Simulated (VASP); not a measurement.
# TiCo (P6/mmm) in VASP: a series of runs

Runs on TiCo. Level: PBE. Tasks: single point, relaxation of cell and atoms.

Program: VASP 6.6.1. These are calculated values, not measurements. Logs are shortened: lines on timing, memory, paths and dates and some standing lists are left out, and cuts for length are marked.

### Step 1. The cell of the first run

The structure is hexagonal, space group P6/mmm (No. 191). The conventional cell has a = 2.467 Å, b = 2.467 Å, c = 4.742 Å, α = 90.00°, β = 90.00°, γ = 120.00°. Within 3.1 Å of Ti (site symmetry 6/mmm) lie 2 Co at 2.37 Å and 6 Ti at 2.47 Å. Within 3.1 Å of Co (site symmetry 6/mmm) lie 2 Ti at 2.37 Å and 6 Co at 2.47 Å.

### Step 2. Single point, PBE, collinear spin, ferromagnetic start

File INCAR:

```
SYSTEM = TiCo
PREC = Accurate
ENCUT = 520
EDIFF = 1E-6
ISMEAR = 0
SIGMA = 0.1
LREAL = .FALSE.
LASPH = .TRUE.
NELM = 150
ALGO = Normal
ISIF = 2
LWAVE = .FALSE.
LCHARG = .TRUE.
ISPIN = 2
MAGMOM = 0 3
LORBIT = 11
LMAXMIX = 4
GGA = PE
LELF = .TRUE.
LVHAR = .TRUE.
NBANDS = 22
```

File KPOINTS:

```
regular mesh
0
G
  12 12 4
  0 0 0
```

File POSCAR:

```
TiCo
1.0
    2.4667243500      0.0000000000      0.0000000000
   -1.2333621700      2.1362459500      0.0000000000
    0.0000000000      0.0000000000      4.7417074000
Ti Co
1 1
Direct
    0.0000000000      0.0000000000      0.0000000000
    0.0000000000      0.0000000000      0.5000000000
```

Potentials or basis: VASP PAW PBE potentials, release 64 (Ti_sv, Co).

Started as:

```sh
$ cat potpaw_PBE.64/Ti_sv/POTCAR potpaw_PBE.64/Co/POTCAR > POTCAR
$ mpirun -np 1 vasp_std > vasp.out
```

OUTCAR:

```text
SYSTEM = TiCo
   PREC = Accurate
   ENCUT = 520
   EDIFF = 1E-6
   ISMEAR = 0
   LREAL = .FALSE.
   LASPH = .TRUE.
   NELM = 150
   ISIF = 2
   ISPIN = 2
   LORBIT = 11
   GGA = PE

 ion  position               nearest neighbor table
   1  0.000  0.000  0.000-   2 2.37   2 2.37
   2  0.000  0.000  0.500-   1 2.37   1 2.37

  LATTYP: Found a hexagonal cell.
 ALAT       =     2.4667243500
 C/A-ratio  =     1.9222688583

  Lattice vectors:

 A1 = (   2.4667243500,   0.0000000000,   0.0000000000)
 A2 = (  -1.2333621700,   2.1362459500,   0.0000000000)
 A3 = (   0.0000000000,   0.0000000000,   4.7417074000)

Analysis of symmetry for initial positions (statically):
=====================================================================
 Subroutine PRICEL returns:
 Original cell was already a primitive cell.

 Routine SETGRP: Setting up the symmetry group for a
 hexagonal supercell.

 Subroutine GETGRP returns: Found 24 space group operations
 (whereof 24 operations were pure point group operations)
 out of a pool of 24 trial point group operations.

The static configuration has the point symmetry D_6h.

Analysis of symmetry for dynamics (positions and initial velocities):
=====================================================================
 Subroutine PRICEL returns:
 Original cell was already a primitive cell.

 Routine SETGRP: Setting up the symmetry group for a
 hexagonal supercell.

 Subroutine GETGRP returns: Found 24 space group operations
 (whereof 24 operations were pure point group operations)
 out of a pool of 24 trial point group operations.

The dynamic configuration has the point symmetry D_6h.

Analysis of structural, dynamic, and magnetic symmetry:
=====================================================================
 Subroutine PRICEL returns:
 Original cell was already a primitive cell.

 Routine SETGRP: Setting up the symmetry group for a
 hexagonal supercell.

 Subroutine GETGRP returns: Found 24 space group operations
 (whereof 24 operations were pure point group operations)
 out of a pool of 24 trial point group operations.

The overall configuration has the point symmetry D_6h.

 Subroutine INISYM returns: Found 24 space group operations
 (whereof 24 operations are pure point group operations),
 and found     1 'primitive' translations

----------------------------------------------------------------------------------------

                                     Primitive cell

  volume of cell :      24.9866

  direct lattice vectors                    reciprocal lattice vectors
     2.466724350  0.000000000  0.000000000     0.405395925  0.234055446  0.000000000
    -1.233362170  2.136245950  0.000000000     0.000000000  0.468110893  0.000000000
     0.000000000  0.000000000  4.741707400     0.000000000  0.000000000  0.210894498

  length of vectors
     2.466724350  2.466724346  4.741707400     0.468110893  0.468110893  0.210894498

  position of ions in fractional coordinates (direct lattice)
     0.000000000  0.000000000  0.000000000
     0.000000000  0.000000000  0.500000000

  ion indices of the primitive-cell ions
   primitive index   ion index
                 1           1
                 2           2

----------------------------------------------------------------------------------------

 KPOINTS: regular mesh

Automatic generation of k-mesh.
 Grid dimensions read from file:
 generate k-points for:   12   12    4

 Generating k-lattice:

  Cartesian coordinates                     Fractional coordinates (reciprocal lattice)
     0.033782994  0.019504620  0.000000000     0.083333333  0.000000000  0.000000000
     0.000000000  0.039009241  0.000000000     0.000000000  0.083333333  0.000000000
     0.000000000  0.000000000  0.052723624     0.000000000  0.000000000  0.250000000

  Length of vectors
     0.039009241  0.039009241  0.052723624

  Shift w.r.t. Gamma in fractional coordinates (k-lattice)
     0.000000000  0.000000000  0.000000000

 Subroutine IBZKPT returns following result:
 ===========================================

 Found     57 irreducible k-points:

 Following reciprocal coordinates:
            Coordinates               Weight
  0.000000  0.000000  0.000000      1.000000
  0.083333  0.000000  0.000000      6.000000
  0.166667  0.000000  0.000000      6.000000
  0.250000  0.000000  0.000000      6.000000
  0.333333  0.000000  0.000000      6.000000
  0.416667  0.000000  0.000000      6.000000
[... 16 lines left out ...]
  0.250000  0.000000  0.250000     12.000000
  0.333333  0.000000  0.250000     12.000000
 [... further k-points ...]
   k-points           NKPTS =     57   k-points in BZ     NKDIM =     57   number of bands    NBANDS=     22
   number of dos      NEDOS =    301   number of ions     NIONS =      2
   total plane-waves  NPLWV =  11664
   dimension x,y,z NGX =    18 NGY =   18 NGZ =   36
   dimension x,y,z NGXF=    36 NGYF=   36 NGZF=   72
   ions per type =               1   1
   NGX,Y,Z   is equivalent  to a cutoff of  12.13, 12.13, 12.62 a.u.
   NGXF,Y,Z  is equivalent  to a cutoff of  24.26, 24.26, 25.24 a.u.
 SYSTEM =  TiCo
   PREC   = accura    normal or accurate (medium, high low for compatibility)
   ISTART =      0    job   : 0-new  1-cont  2-samecut
   ICHARG =      2    charge: 1-file 2-atom 10-const
   ISPIN  =      2    spin polarized calculation?
   LNONCOLLINEAR =      F non collinear calculations
   LSORBIT =      F    spin-orbit coupling
   LASPH  =      T    aspherical Exc in radial PAW
   ENCUT  =  520.0 eV  38.22 Ry    6.18 a.u.   4.59  4.59  8.82*2*pi/ulx,y,z
   NELM   =    150;   NELMIN=  2; NELMDL= -5     # of ELM steps
   EDIFF  = 0.1E-05   stopping-criterion for ELM
   LREAL  =      F    real-space projection
   EDIFFG = 0.1E-04   stopping-criterion for IOM
   NSW    =      0    number of steps for IOM
   IBRION =     -1    ionic relax: 0-MD 1-quasi-New 2-CG
   NFREE  =      0    steps in history (QN), initial steepest desc. (CG)
   ISIF   =      2    stress and relaxation
   ISYM   =      2    0-nonsym 1-usesym 2-fastsym
   POTIM  = 0.5000    time-step for ionic-motion
   TEBEG  =    0.0;   TEEND  =   0.0 temperature during run
   PSTRESS=    0.0 pullay stress
   NELECT =      21.0000    total number of electrons
   NUPDOWN=      -1.0000    fix difference up-down
   EMIN   =  10.00;   EMAX   =-10.00  energy-range for DOS
   EFERMI =   0.00;   METHOD = LEGACY
   ISMEAR =     0;   SIGMA  =   0.10  broadening in eV -4-tet -1-fermi 0-gaus
   EFERMI_NEDOS =   21; number of points for ismear=-14 and -15
   IALGO  =     38    algorithm
   IMIX   =      4    mixing-type and parameters
     AMIX     =   0.40;   BMIX     =  1.00
     AMIX_MAG =   1.60;   BMIX_MAG =  1.00
  volume/ion in A,a.u.               =      12.49        84.31
  Fermi-wavevector in a.u.,A,eV,Ry     =   1.544943  2.919518 32.475040  2.386848
  Thomas-Fermi vector in A             =   2.650392
   LORBIT       =     11    0 simple, 1 ext, 2 COOP (PROOUT), +10 PAW based schemes
   GGA     = PE    functional components
   LHFCALC =     F    Hartree Fock is set to
   AEXX    =    0.0000 exact exchange contribution
   IVDW    =     0    specifies the selected vdW correction
   LEPSILON=     F    determine dielectric tensor
   LRPA    =     F    only Hartree local field effects (RPA)
 spin polarized calculation
 Gauss-broadening in eV      SIGMA  =   0.10
  energy-cutoff  :      520.00
  volume of cell :       24.99
 maximum number of plane-waves:       702
   NGX =  9   NGY =  9   NGZ = 17

 number of electron      20.9999986 magnetization       0.4820676

 Free energy of the ion-electron system (eV)
  ---------------------------------------------------
  ext. energy  EPLUGINS =         0.00000000
  ---------------------------------------------------
  free energy    TOTEN  =       -13.81206188 eV

  energy without entropy =      -13.80232425  energy(sigma->0) =      -13.80719307

 E-fermi :  10.4382     XC(G=0): -12.8239

 val. band max:       10.4375194657   @ k =   0.0000   0.0000   0.2500
 cond. band min:      10.4441153765   @ k =   0.3333   0.1667   0.2500
 fundamental gap:      0.0065959108
 Fermi energy:        10.4381898832

 spin component 1

 k-point     1 :       0.0000    0.0000    0.0000
  band No.  band energies     occupation
      1     -46.2287      1.00000
      2     -22.5117      1.00000
      3     -21.2612      1.00000
      4     -21.2612      1.00000
      5       2.8339      1.00000
      6       7.1321      1.00000
[... 14 lines left out ...]
     21      35.9624      0.00000
     22      36.3298      0.00000
[... 552 lines left out ...]
  band No.  band energies     occupation
      1     -45.8630      1.00000
      2     -22.8539      1.00000
      3     -22.2369      1.00000
      4     -21.6105      1.00000
      5       6.1161      1.00000
      6       6.8627      1.00000
[... 14 lines left out ...]
     21      29.6765      0.00000
     22      31.9119      0.00000

 [... further k-points ...]

 spin component 2

 k-point     1 :       0.0000    0.0000    0.0000
  band No.  band energies     occupation
      1     -46.2452      1.00000
      2     -22.5304      1.00000
      3     -21.2768      1.00000
      4     -21.2768      1.00000
      5       2.8261      1.00000
      6       7.3909      1.00000
[... 14 lines left out ...]
     21      35.9502      0.00000
     22      36.3810      0.00000
[... 552 lines left out ...]
  band No.  band energies     occupation
      1     -45.8794      1.00000
      2     -22.8702      1.00000
      3     -22.2553      1.00000
      4     -21.6261      1.00000
      5       6.2295      1.00000
      6       7.0351      1.00000
[... 14 lines left out ...]
     21      29.6886      0.00000
     22      31.9058      0.00000

 [... further k-points ...]

------------------------ aborting loop because EDIFF is reached ----------------------------------------

  FORCE on cell =-STRESS in cart. coord.  units (eV):
  Direction    XX          YY          ZZ          XY          YZ          ZX
  --------------------------------------------------------------------------------------
  -------------------------------------------------------------------------------------
  Total        4.4165523      4.4165523     -1.3942003      0.0000000      0.0000000      0.0000000
  in kB      283.1961466    283.1961463    -89.3982742      0.0000007      0.0000000      0.0000000
  external PRESSURE =     158.9980062 kB  Pullay stress =       0.0000000 kB

 VOLUME and BASIS-vectors are now :
 -----------------------------------------------------------------------------
  energy-cutoff  :      520.00
  volume of cell :       24.99
      direct lattice vectors                 reciprocal lattice vectors
     2.466724350  0.000000000  0.000000000     0.405395925  0.234055446  0.000000000
    -1.233362170  2.136245950  0.000000000     0.000000000  0.468110893  0.000000000
     0.000000000  0.000000000  4.741707400     0.000000000  0.000000000  0.210894498

 POSITION                                       TOTAL-FORCE (eV/Angst)
 -----------------------------------------------------------------------------------
      0.00000      0.00000      0.00000        -0.000000      0.000000      0.000000
      0.00000      0.00000      2.37085         0.000000      0.000000      0.000000
 -----------------------------------------------------------------------------------
    total drift:                                0.000000      0.000000      0.000000

  FREE ENERGIE OF THE ION-ELECTRON SYSTEM (eV)
  ---------------------------------------------------
  free  energy   TOTEN  =       -13.8120618792 eV

  energy  without entropy=      -13.8023242522  energy(sigma->0) =      -13.80719307

 total charge

# of ion       s       p       d       tot
------------------------------------------
    1        2.298   6.132   2.297  10.727
    2        0.489   0.441   7.374   8.304
--------------------------------------------------
tot          2.787   6.573   9.671  19.031

 magnetization (x)

# of ion       s       p       d       tot
------------------------------------------
    1       -0.001  -0.007  -0.017  -0.024
    2       -0.003  -0.010   0.541   0.528
--------------------------------------------------
tot         -0.004  -0.016   0.524   0.504
```

Run time: 73 s. Hardware: 1 thread of Intel Xeon Platinum 8488C (Sapphire Rapids), shared host; peak memory 0.17 GiB.

What came out:

- Free energy: -13.8121 eV
- Pressure: 15.9 GPa
- Net moment: 0.48 μB per cell
- Site moments: Ti -0.02; Co +0.53 μB
- Valence electrons inside the program's atomic spheres: Ti 10.73; Co 8.30

(Part 1 of 2 ends here.)
